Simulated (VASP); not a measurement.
# TiSi6 (Pm-3m) in VASP: notebook, part 2 of 2

VASP 6.6.1. Earlier steps stand in the parts before.

### Step 5. Single point, PBE, collinear spin

This run uses another cell than the first one, of 28.26 Å³/atom.

INCAR reads:

```
SYSTEM = TiSi6
  ALGO = Normal
  EDIFF = 1E-6
  ENCUT = 520
  GGA = PE
  ISIF = 2
  ISMEAR = 0
  ISPIN = 2
  LASPH = .True.
  LCHARG = .False.
  LMAXMIX = 4
  LORBIT = 11
  LREAL = .False.
  LWAVE = .False.
  MAGMOM = 2.89 0 0 0 0 0 0
  NBANDS = 31
  NELM = 150
  PREC = Accurate
  SIGMA = 0.1
```

KPOINTS reads:

```
k-points
0
Gamma
  6 6 6
  0 0 0
```

POSCAR reads:

```
TiSi6
1.0
    5.8265239450      0.0000000000      0.0000000000
    0.0000000000      5.8265239450      0.0000000000
    0.0000000000      0.0000000000      5.8265239450
Ti Si
1 6
Direct
    0.0000000000      0.0000000000      0.0000000000
    0.1991811828      0.5000000000      0.5000000000
    0.5000000000      0.1991811828      0.5000000000
    0.8008188172      0.5000000000      0.5000000000
    0.5000000000      0.8008188172      0.5000000000
    0.5000000000      0.5000000000      0.1991811828
    0.5000000000      0.5000000000      0.8008188172
```

Potentials or basis: VASP PAW PBE potentials, release 64 (Ti_sv, Si).

Launch:

```sh
$ cat potpaw_PBE.64/Ti_sv/POTCAR potpaw_PBE.64/Si/POTCAR > POTCAR
$ mpirun -np 1 vasp_std > vasp.out
```

OUTCAR:

```text
SYSTEM = TiSi6
   EDIFF = 1E-6
   ENCUT = 520
   GGA = PE
   ISIF = 2
   ISMEAR = 0
   ISPIN = 2
   LASPH = .True.
   LORBIT = 11
   LREAL = .False.
   NELM = 150
   PREC = Accurate

 ion  position               nearest neighbor table
   1  0.000  0.000  0.000-
   2  0.199  0.500  0.500-   4 2.32   3 2.48   5 2.48   6 2.48   7 2.48
   3  0.500  0.199  0.500-   5 2.32   4 2.48   2 2.48   6 2.48   7 2.48
   4  0.801  0.500  0.500-   2 2.32   3 2.48   5 2.48   6 2.48   7 2.48
   5  0.500  0.801  0.500-   3 2.32   2 2.48   4 2.48   6 2.48   7 2.48
   6  0.500  0.500  0.199-   7 2.32   3 2.48   4 2.48   5 2.48   2 2.48
   7  0.500  0.500  0.801-   6 2.32   3 2.48   4 2.48   5 2.48   2 2.48

  LATTYP: Found a simple cubic cell.
 ALAT       =     5.8265239450

  Lattice vectors:

 A1 = (   5.8265239450,   0.0000000000,   0.0000000000)
 A2 = (   0.0000000000,   5.8265239450,   0.0000000000)
 A3 = (   0.0000000000,   0.0000000000,   5.8265239450)

Analysis of symmetry for initial positions (statically):
=====================================================================
 Subroutine PRICEL returns:
 Original cell was already a primitive cell.

 Routine SETGRP: Setting up the symmetry group for a
 simple cubic supercell.

 Subroutine GETGRP returns: Found 48 space group operations
 (whereof 48 operations were pure point group operations)
 out of a pool of 48 trial point group operations.

The static configuration has the point symmetry O_h .

Analysis of symmetry for dynamics (positions and initial velocities):
=====================================================================
 Subroutine PRICEL returns:
 Original cell was already a primitive cell.

 Routine SETGRP: Setting up the symmetry group for a
 simple cubic supercell.

 Subroutine GETGRP returns: Found 48 space group operations
 (whereof 48 operations were pure point group operations)
 out of a pool of 48 trial point group operations.

[... 183 lines left out ...]
      3     -30.6874      1.00000
      4     -30.6874      1.00000
      5      -9.2431      1.00000
      6      -4.0163      1.00000
[... 649 lines left out ...]
     29       6.3092      0.00000
     30       6.7845      0.00000
 Fermi energy:         3.6654614383

 spin component 2

 k-point     1 :       0.0000    0.0000    0.0000
  band No.  band energies     occupation
      1     -54.4237      1.00000
      2     -30.6875      1.00000
      3     -30.6875      1.00000
      4     -30.6875      1.00000
      5      -9.2431      1.00000
      6      -4.0163      1.00000
[... 649 lines left out ...]
     29       6.3092      0.00000
     30       6.7844      0.00000
 [bands above 30 left out]

------------------------ aborting loop because EDIFF is reached ----------------------------------------

  FORCE on cell =-STRESS in cart. coord.  units (eV):
  Direction    XX          YY          ZZ          XY          YZ          ZX
  --------------------------------------------------------------------------------------
  -------------------------------------------------------------------------------------
  Total       -1.1747302     -1.1747302     -1.1747302      0.0000000     -0.0000000      0.0000000
  in kB       -9.5152482     -9.5152482     -9.5152482      0.0000000     -0.0000000      0.0000000
  external PRESSURE =      -9.5152482 kB  Pullay stress =       0.0000000 kB

 VOLUME and BASIS-vectors are now :
 -----------------------------------------------------------------------------
  energy-cutoff  :      520.00
  volume of cell :      197.80
      direct lattice vectors                 reciprocal lattice vectors
     5.826523945  0.000000000  0.000000000     0.171628918  0.000000000  0.000000000
     0.000000000  5.826523945  0.000000000     0.000000000  0.171628918  0.000000000
     0.000000000  0.000000000  5.826523945     0.000000000  0.000000000  0.171628918

 POSITION                                       TOTAL-FORCE (eV/Angst)
 -----------------------------------------------------------------------------------
      0.00000      0.00000      0.00000         0.000000      0.000000      0.000000
      1.16053      2.91326      2.91326         0.032295      0.000000      0.000000
      2.91326      1.16053      2.91326         0.000000      0.032295     -0.000000
      4.66599      2.91326      2.91326        -0.032295     -0.000000     -0.000000
      2.91326      4.66599      2.91326        -0.000000     -0.032295      0.000000
      2.91326      2.91326      1.16053         0.000000      0.000000      0.032295
      2.91326      2.91326      4.66599        -0.000000     -0.000000     -0.032295
 -----------------------------------------------------------------------------------
    total drift:                               -0.000000      0.000000      0.000000

  FREE ENERGIE OF THE ION-ELECTRON SYSTEM (eV)
  ---------------------------------------------------
  free  energy   TOTEN  =       -30.4764837755 eV

  energy  without entropy=      -30.3814049931  energy(sigma->0) =      -30.42894438

 total charge

# of ion       s       p       d       tot
------------------------------------------
    1        2.175   5.935   1.851   9.961
    2        0.832   0.787   0.000   1.619
    3        0.832   0.787   0.000   1.619
    4        0.832   0.787   0.000   1.619
    5        0.832   0.787   0.000   1.619
    6        0.832   0.787   0.000   1.619
    7        0.832   0.787   0.000   1.619
--------------------------------------------------
tot          7.167  10.656   1.851  19.674

 magnetization (x)

# of ion       s       p       d       tot
------------------------------------------
    1       -0.000  -0.000  -0.001  -0.001
    2        0.000   0.000   0.000   0.000
    3        0.000   0.000   0.000   0.000
    4        0.000   0.000   0.000   0.000
    5        0.000   0.000   0.000   0.000
    6        0.000   0.000   0.000   0.000
    7        0.000   0.000   0.000   0.000
--------------------------------------------------
tot         -0.000   0.000  -0.001  -0.001
```

It took 17 min on 1 thread of AMD EPYC 7R13, shared host; peak memory 0.48 GiB.

Results:

- Free energy: -30.4765 eV
- Pressure: -1.0 GPa
- Largest force: 0.032 eV/Å
- Band gap on the k mesh: zero (filled and empty bands overlap)
- Net moment: 0.00 μB per cell
- Valence electrons inside the program's atomic spheres: Ti 9.96; Si 1.62

Forces on the atoms (eV/Å):
```
Ti   0.000  0.000  0.000
Si   0.032  0.000  0.000
Si   0.000  0.032  0.000
Si  -0.032  0.000  0.000
Si   0.000 -0.032  0.000
Si   0.000  0.000  0.032
Si   0.000  0.000 -0.032
```

Levels at points of the mesh, in eV from the Fermi level:
Spin up:
| k point | band 16 | band 17 | band 18 | band 19 | band 20 | band 21 |
| --- | --- | --- | --- | --- | --- | --- |
| (0.00, 0.00, 0.00) | -0.27 | -0.27 | -0.27 | 0.04 | 0.04 | 0.16 |
| (0.50, 0.00, 0.00) | -1.14 | -1.04 | -0.37 | -0.37 | 0.04 | 0.20 |
| (0.50, 0.50, 0.00) | -0.81 | -0.44 | -0.44 | 0.13 | 0.17 | 0.22 |
| (0.50, 0.50, 0.50) | -1.59 | -0.54 | -0.21 | 0.09 | 0.09 | 0.09 |
Spin down:
```
           k point  band 15  band 16  band 17  band 18  band 19  band 20  band 21  band 22
(0.00, 0.00, 0.00)    -0.37    -0.27    -0.27    -0.27     0.04     0.04     0.16     0.16
(0.50, 0.00, 0.00)    -1.22    -1.14    -1.04    -0.37    -0.37     0.04     0.20     0.57
(0.50, 0.50, 0.00)    -1.65    -0.81    -0.44    -0.44     0.13     0.17     0.22     0.22
(0.50, 0.50, 0.50)    -1.59    -1.59    -0.54    -0.21     0.09     0.09     0.09     0.21
```

### Step 6. The runs side by side

| spin | cell | k mesh | gap on the mesh (eV) | pressure (GPa) | moment (μB) | largest force (eV/Å) |
| --- | --- | --- | --- | --- | --- | --- |
| off | a = 4.610 Å, 7 atoms, atomic positions A | 4 × 4 × 4 | none | 115.6 | - | 5.22 |
| off | a = 5.689 Å, 7 atoms, atomic positions B | 4 × 4 × 4 | none | 0.3 | - | 0.01 |
| collinear | a = 5.689 Å, 7 atoms, atomic positions B | 4 × 4 × 4 | none | 0.3 | 0.00 | 0.01 |
| collinear | a = 5.827 Å, 7 atoms, atomic positions C | 6 × 6 × 6 | none | -1.0 | 0.00 | 0.03 |

Alike in all rows: task single point; level PBE; potentials or basis VASP PAW PBE potentials, release 64 (Ti_sv, Si); cutoff (eV) 520; smearing gaussian 0.1 eV.

Caveats: the cell stands under pressure (at least some runs); forces of over 1 eV/Å act on the atoms, so gaps and moduli don't describe the material at rest (at least some runs).

Absolute energies hang on the potentials; compare differences alone.
